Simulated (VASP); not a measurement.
# Ge4N (P4/mmm) in VASP: density of states with PBE

Aim: the density of states of Ge4N with PBE.

All numbers are computed with VASP 6.6.1; they aren't measurements. Logs are shortened: lines on timing, memory, paths and dates and some standing lists are left out, and cuts for length are marked.

## Step 1: The cell of the first run

Symmetry: P4/mmm, No. 123, tetragonal system. Conventional cell: a = 4.096 Å, b = 4.096 Å, c = 5.314 Å, α = 90.00°, β = 90.00°, γ = 90.00°. Within 3.5 Å of Ge (site symmetry mmm) lie 6 Ge at 2.66 to 2.90 Å and 4 N at 3.35 Å. Ge (site symmetry mmm) has 2 N at 2.05 Å and 2 Ge at 2.66 Å within 2.7 Å. N (site symmetry 4/mmm) has 4 Ge at 2.05 Å within 2.7 Å.

## Step 2: Density of states, PBE

POSCAR reads:

```
Ge4N
1.0
    4.0962117442      0.0000000000      0.0000000000
    0.0000000000      4.0962117442      0.0000000000
    0.0000000000      0.0000000000      5.3142211048
Ge N
4 1
Direct
    0.5000000000      0.0000000000      0.5000000000
    0.0000000000      0.5000000000      0.5000000000
    0.5000000000      0.0000000000      0.0000000000
    0.0000000000      0.5000000000      0.0000000000
    0.5000000000      0.5000000000      0.0000000000
```

INCAR.step1 reads:

```
ALGO     = Normal         # electronic algorithm
EDIFF    = 1E-6           # SCF threshold, eV
ENCUT    = 520            # plane-wave cutoff, eV
GGA      = PE             # functional
ISIF     = 2              # what is computed and relaxed
ISMEAR   = 0              # smearing method
LASPH    = True           # aspherical terms in the spheres
LCHARG   = True           # write CHGCAR
LREAL    = False          # projectors in reciprocal space
LWAVE    = False          # write WAVECAR
NBANDS   = 38             # bands
NELM     = 100            # most SCF steps
PREC     = Accurate       # precision mode
SIGMA    = 0.1            # smearing width, eV
```

KPOINTS.step1 reads:

```
k-points
0
Gamma
  10 10 8
```

INCAR.step2 reads:

```
ALGO     = Normal         # electronic algorithm
EDIFF    = 1E-6           # SCF threshold, eV
ENCUT    = 520            # plane-wave cutoff, eV
GGA      = PE             # functional
ICHARG   = 11             # starting density
ISIF     = 2              # what is computed and relaxed
ISMEAR   = -5             # smearing method
LASPH    = True           # aspherical terms in the spheres
LCHARG   = False          # write CHGCAR
LORBIT   = 11             # projections on sites
LREAL    = False          # projectors in reciprocal space
LWAVE    = False          # write WAVECAR
NEDOS    = 2001           # points of the DOS
NELM     = 100            # most SCF steps
PREC     = Accurate       # precision mode
SIGMA    = 0.1            # smearing width, eV
```

KPOINTS.step2 reads:

```
k-points
0
Gamma
  15 15 12
```

Potentials or basis: VASP PAW PBE potentials, release 64 (Ge_d, N).

Started as:

```bash
cat potpaw_PBE.64/Ge_d/POTCAR potpaw_PBE.64/N/POTCAR > POTCAR
cp INCAR.step1 INCAR
cp KPOINTS.step1 KPOINTS
mpirun -np 1 vasp_std > vasp.out
cp INCAR.step2 INCAR
cp KPOINTS.step2 KPOINTS
mpirun -np 1 vasp_std > vasp.out
```

OUTCAR:

```text
EDIFF = 1E-6
   ENCUT = 520
   GGA = PE
   ICHARG = 11
   ISIF = 2
   ISMEAR = -5
   LASPH = True
   LORBIT = 11
   LREAL = False
   NELM = 100
   PREC = Accurate

 ion  position               nearest neighbor table
   1  0.500  0.000  0.500-   3 2.66   3 2.66   2 2.90   2 2.90   2 2.90   2 2.90
   2  0.000  0.500  0.500-   4 2.66   4 2.66   1 2.90   1 2.90   1 2.90   1 2.90
   3  0.500  0.000  0.000-   5 2.05   5 2.05   1 2.66   1 2.66   4 2.90   4 2.90   4 2.90   4 2.90

   4  0.000  0.500  0.000-   5 2.05   5 2.05   2 2.66   2 2.66   3 2.90   3 2.90   3 2.90   3 2.90

   5  0.500  0.500  0.000-   3 2.05   4 2.05   3 2.05   4 2.05

  LATTYP: Found a simple tetragonal cell.
 ALAT       =     4.0962117442
 C/A-ratio  =     1.2973501949

  Lattice vectors:

 A1 = (   4.0962117442,   0.0000000000,   0.0000000000)
 A2 = (   0.0000000000,   4.0962117442,   0.0000000000)
 A3 = (   0.0000000000,   0.0000000000,   5.3142211048)

Analysis of symmetry for initial positions (statically):
=====================================================================
 Subroutine PRICEL returns:
 Original cell was already a primitive cell.

 Routine SETGRP: Setting up the symmetry group for a
 simple tetragonal supercell.

 Subroutine GETGRP returns: Found 16 space group operations
 (whereof 16 operations were pure point group operations)
 out of a pool of 16 trial point group operations.

The static configuration has the point symmetry D_4h.

Analysis of symmetry for dynamics (positions and initial velocities):
=====================================================================
 Subroutine PRICEL returns:
 Original cell was already a primitive cell.

 Routine SETGRP: Setting up the symmetry group for a
 simple tetragonal supercell.

 Subroutine GETGRP returns: Found 16 space group operations
 (whereof 16 operations were pure point group operations)
 out of a pool of 16 trial point group operations.

The dynamic configuration has the point symmetry D_4h.

 Subroutine INISYM returns: Found 16 space group operations
 (whereof 16 operations are pure point group operations),
 and found     1 'primitive' translations

----------------------------------------------------------------------------------------

                                     Primitive cell

  volume of cell :      89.1671

  direct lattice vectors                    reciprocal lattice vectors
     4.096211744  0.000000000  0.000000000     0.244128005  0.000000000  0.000000000
     0.000000000  4.096211744  0.000000000     0.000000000  0.244128005  0.000000000
     0.000000000  0.000000000  5.314221105     0.000000000  0.000000000  0.188174331

  length of vectors
     4.096211744  4.096211744  5.314221105     0.244128005  0.244128005  0.188174331

  position of ions in fractional coordinates (direct lattice)
     0.500000000  0.000000000  0.500000000
     0.000000000  0.500000000  0.500000000
     0.500000000  0.000000000  0.000000000
     0.000000000  0.500000000  0.000000000
     0.500000000  0.500000000  0.000000000

  ion indices of the primitive-cell ions
   primitive index   ion index
                 1           1
                 2           2
                 3           3
                 4           4
                 5           5

----------------------------------------------------------------------------------------

 KPOINTS: k-points

Automatic generation of k-mesh.
 Grid dimensions read from file:
 generate k-points for:   15   15   12

 Generating k-lattice:

  Cartesian coordinates                     Fractional coordinates (reciprocal lattice)
     0.016275200  0.000000000  0.000000000     0.066666667  0.000000000  0.000000000
     0.000000000  0.016275200  0.000000000     0.000000000  0.066666667  0.000000000
     0.000000000  0.000000000  0.015681194     0.000000000  0.000000000  0.083333333

  Length of vectors
     0.016275200  0.016275200  0.015681194

  Shift w.r.t. Gamma in fractional coordinates (k-lattice)
     0.000000000  0.000000000  0.000000000

 TETIRR: Found   4038 inequivalent tetrahedra from    16200

 Subroutine IBZKPT returns following result:
 ===========================================

 Found    252 irreducible k-points:

 Following reciprocal coordinates:
            Coordinates               Weight
  0.000000  0.000000  0.000000      1.000000
  0.066667  0.000000  0.000000      4.000000
  0.133333  0.000000  0.000000      4.000000
  0.200000  0.000000  0.000000      4.000000
  0.266667  0.000000  0.000000      4.000000
  0.333333  0.000000  0.000000      4.000000
[... 16 lines left out ...]
  0.266667  0.200000  0.000000      8.000000
  0.333333  0.200000  0.000000      8.000000
 [... further k-points ...]
   k-points           NKPTS =    252   k-points in BZ     NKDIM =    252   number of bands    NBANDS=     36
   number of dos      NEDOS =   2001   number of ions     NIONS =      5
   total plane-waves  NPLWV =  36000
   dimension x,y,z NGX =    30 NGY =   30 NGZ =   40
   dimension x,y,z NGXF=    60 NGYF=   60 NGZF=   80
   ions per type =               4   1
   NGX,Y,Z   is equivalent  to a cutoff of  12.18, 12.18, 12.51 a.u.
   NGXF,Y,Z  is equivalent  to a cutoff of  24.35, 24.35, 25.03 a.u.
 SYSTEM =  unknown system
   PREC   = accura    normal or accurate (medium, high low for compatibility)
   ISTART =      0    job   : 0-new  1-cont  2-samecut
   ICHARG =     11    charge: 1-file 2-atom 10-const
   ISPIN  =      1    spin polarized calculation?
   LNONCOLLINEAR =      F non collinear calculations
   LSORBIT =      F    spin-orbit coupling
   LASPH  =      T    aspherical Exc in radial PAW
   ENCUT  =  520.0 eV  38.22 Ry    6.18 a.u.   7.62  7.62  9.88*2*pi/ulx,y,z
   NELM   =    100;   NELMIN=  2; NELMDL=  0     # of ELM steps
   EDIFF  = 0.1E-05   stopping-criterion for ELM
   LREAL  =      F    real-space projection
   EDIFFG = 0.1E-04   stopping-criterion for IOM
   NSW    =      0    number of steps for IOM
   IBRION =     -1    ionic relax: 0-MD 1-quasi-New 2-CG
   NFREE  =      0    steps in history (QN), initial steepest desc. (CG)
   ISIF   =      2    stress and relaxation
   ISYM   =      2    0-nonsym 1-usesym 2-fastsym
   POTIM  = 0.5000    time-step for ionic-motion
   TEBEG  =    0.0;   TEEND  =   0.0 temperature during run
   PSTRESS=    0.0 pullay stress
   NELECT =      61.0000    total number of electrons
   NUPDOWN=      -1.0000    fix difference up-down
   EMIN   =  10.00;   EMAX   =-10.00  energy-range for DOS
   EFERMI =   0.00;   METHOD = LEGACY
   ISMEAR =    -5;   SIGMA  =   0.10  broadening in eV -4-tet -1-fermi 0-gaus
   EFERMI_NEDOS =   21; number of points for ismear=-14 and -15
   IALGO  =     38    algorithm
   IMIX   =      4    mixing-type and parameters
     AMIX     =   0.40;   BMIX     =  1.00
     AMIX_MAG =   1.60;   BMIX_MAG =  1.00
  volume/ion in A,a.u.               =      17.83       120.35
  Fermi-wavevector in a.u.,A,eV,Ry     =   1.442503  2.725935 28.311194  2.080814
  Thomas-Fermi vector in A             =   2.561016
   LORBIT       =     11    0 simple, 1 ext, 2 COOP (PROOUT), +10 PAW based schemes
   GGA     = PE    functional components
   LHFCALC =     F    Hartree Fock is set to
   AEXX    =    0.0000 exact exchange contribution
   IVDW    =     0    specifies the selected vdW correction
   LEPSILON=     F    determine dielectric tensor
   LRPA    =     F    only Hartree local field effects (RPA)
 non-spin polarized calculation
 Fermi weights with tetrahedron method with Bloechl corrections
  energy-cutoff  :      520.00
  volume of cell :       89.17
 maximum number of plane-waves:      2431

 number of electron      60.9999952 magnetization

 Free energy of the ion-electron system (eV)
  ---------------------------------------------------
  ext. energy  EPLUGINS =         0.00000000
  ---------------------------------------------------
  free energy    TOTEN  =       -22.90381824 eV

  energy without entropy =      -22.90381824  energy(sigma->0) =      -22.90381824

 E-fermi :   5.5109     XC(G=0): -10.8499

 val. band max:        5.6259982640   @ k =   0.3333   0.0667   0.2500
 cond. band min:       5.3904622520   @ k =   0.2667   0.2667   0.1667
 fundamental gap:     -0.2355360121
 Fermi energy:         5.5109064042

 k-point     1 :       0.0000    0.0000    0.0000
  band No.  band energies     occupation
      1     -19.3200      2.00000
      2     -19.2695      2.00000
      3     -19.2432      2.00000
      4     -19.1799      2.00000
      5     -19.1746      2.00000
      6     -19.1746      2.00000
[... 28 lines left out ...]
     35      10.2187      0.00000
     36      11.8745      0.00000

 k-point     2 :       0.0667    0.0000    0.0000
  band No.  band energies     occupation
      1     -19.3174      2.00000
      2     -19.2676      2.00000
      3     -19.2425      2.00000
      4     -19.1806      2.00000
      5     -19.1744      2.00000
      6     -19.1744      2.00000
[... 28 lines left out ...]
     35      10.3943      0.00000
     36      11.9165      0.00000

 k-point     3 :       0.1333    0.0000    0.0000
  band No.  band energies     occupation
      1     -19.3097      2.00000
      2     -19.2621      2.00000
      3     -19.2401      2.00000
      4     -19.1825      2.00000
      5     -19.1739      2.00000
      6     -19.1736      2.00000
[... 28 lines left out ...]
     35      10.8828      0.00000
     36      11.3531      0.00000

 k-point     4 :       0.2000    0.0000    0.0000
  band No.  band energies     occupation
      1     -19.2976      2.00000
      2     -19.2530      2.00000
      3     -19.2364      2.00000
      4     -19.1856      2.00000
      5     -19.1731      2.00000
      6     -19.1725      2.00000
[... 28 lines left out ...]
     35      10.6640      0.00000
     36      10.9217      0.00000

 k-point     5 :       0.2667    0.0000    0.0000
  band No.  band energies     occupation
      1     -19.2821      2.00000
      2     -19.2408      2.00000
      3     -19.2315      2.00000
      4     -19.1898      2.00000
      5     -19.1720      2.00000
      6     -19.1712      2.00000
[... 655 lines left out ...]
 k-point    22 :       0.2000    0.2000    0.0000
  band No.  band energies     occupation
      1     -19.2812      2.00000
      2     -19.2492      2.00000
      3     -19.2188      2.00000
      4     -19.1922      2.00000
      5     -19.1800      2.00000
      6     -19.1632      2.00000
[... 28 lines left out ...]
     35       9.9856      0.00000
     36      11.3534      0.00000

 k-point    23 :       0.2667    0.2000    0.0000
  band No.  band energies     occupation
      1     -19.2700      2.00000
      2     -19.2445      2.00000
      3     -19.2076      2.00000
      4     -19.1974      2.00000
      5     -19.1814      2.00000
      6     -19.1684      2.00000
[... 28 lines left out ...]
     35      10.3947      0.00000
     36      11.1860      0.00000

 k-point    24 :       0.3333    0.2000    0.0000
  band No.  band energies     occupation
      1     -19.2575      2.00000
      2     -19.2380      2.00000
      3     -19.2038      2.00000
      4     -19.1950      2.00000
      5     -19.1823      2.00000
      6     -19.1796      2.00000
[... 28 lines left out ...]
     35      10.6459      0.00000
     36      11.0300      0.00000

 [... further k-points ...]

------------------------ aborting loop because EDIFF is reached ----------------------------------------

  FORCE on cell =-STRESS in cart. coord.  units (eV):
  Direction    XX          YY          ZZ          XY          YZ          ZX
  --------------------------------------------------------------------------------------
  -------------------------------------------------------------------------------------
  Total       -0.5449925     -0.5449925     -1.1047675      0.0000000      0.0000000      0.0000000
  in kB       -9.7925693     -9.7925693    -19.8507558      0.0000000      0.0000000      0.0000000
  external PRESSURE =     -13.1452982 kB  Pullay stress =       0.0000000 kB

 VOLUME and BASIS-vectors are now :
 -----------------------------------------------------------------------------
  energy-cutoff  :      520.00
  volume of cell :       89.17
      direct lattice vectors                 reciprocal lattice vectors
     4.096211744  0.000000000  0.000000000     0.244128005  0.000000000  0.000000000
     0.000000000  4.096211744  0.000000000     0.000000000  0.244128005  0.000000000
     0.000000000  0.000000000  5.314221105     0.000000000  0.000000000  0.188174331

 POSITION                                       TOTAL-FORCE (eV/Angst)
 -----------------------------------------------------------------------------------
      2.04811      0.00000      2.65711         0.000000      0.000000      0.000000
      0.00000      2.04811      2.65711         0.000000      0.000000      0.000000
      2.04811      0.00000      0.00000         0.000000      0.000000      0.000000
      0.00000      2.04811      0.00000         0.000000      0.000000      0.000000
      2.04811      2.04811      0.00000         0.000000      0.000000      0.000000
 -----------------------------------------------------------------------------------
    total drift:                                0.000000      0.000000      0.000000

  FREE ENERGIE OF THE ION-ELECTRON SYSTEM (eV)
  ---------------------------------------------------
  free  energy   TOTEN  =       -22.9038182355 eV

  energy  without entropy=      -22.9038182355  energy(sigma->0) =      -22.90381824

 total charge

# of ion       s       p       d       tot
------------------------------------------
    1        1.212   0.972  10.000  12.185
    2        1.212   0.972  10.000  12.185
    3        1.181   0.972  10.110  12.263
    4        1.181   0.972  10.110  12.263
    5        1.308   2.332   0.000   3.640
--------------------------------------------------
tot          6.095   6.220  40.220  52.536
```

Wall time 13 min (1 thread of Intel Xeon Platinum 8375C at 2.90GHz (Ice Lake), shared host); peak memory 0.63 GiB.

What came out:

| Quantity | Value |
| --- | --- |
| Valence electrons inside the program's atomic spheres | Ge 12.19, 12.26; N 3.64 |

Levels at points of the mesh, in eV from the Fermi level:
```tsv
k point	band 28	band 29	band 30	band 31	band 32	band 33	band 34	band 35
(0.00, 0.00, 0.00)	-1.76	-0.90	-0.90	-0.58	-0.02	2.98	2.98	4.71
(0.00, 0.00, 0.50)	-2.69	-1.18	-1.18	0.74	2.37	2.53	2.53	5.47
```

Caveat: tetrahedron occupations give inexact forces and stress in metals.
